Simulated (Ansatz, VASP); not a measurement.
**Ag in VASP and in Ansatz**

```xyz
2
Lattice="2.9875 0.0000 0.0000 -1.4937 2.5872 0.0000 0.0000 0.0000 4.8839" Properties=species:S:1:pos:R:3 pbc="T T T"
Ag    1.4937    0.8624    3.6630
Ag    0.0000    1.7248    1.2210
```

Change from the starting cell: volume scaled by 1.06.

Alike in both runs: task single point; functional PBE; k mesh 10 × 10 × 6; occupations fermi-dirac, width 0.05 eV; no spin polarisation.

|  | VASP | Ansatz |
| --- | --- | --- |
| version | VASP 6.6.1 | Ansatz 0.2.0 |
| potentials or method | VASP PAW PBE potentials, release 64 (Ag), cutoff 520 eV | all-electron LAPW, scalar-relativistic |

VASP gave:

- gap on the k mesh at the Fermi level (eV): none
- pressure (GPa): -4.0
- traceless stress, the component that is largest in VASP (GPa): -0.44

Q: Which values does Ansatz return?

A: gap on the k mesh at the Fermi level (eV): none; pressure (GPa): -4.0; traceless stress, the component that is largest in VASP (GPa): -0.43.

A gap of «none» marks a metal or a gap that the smearing closes. Ansatz ran all-electron here, and VASP with PAW potentials.
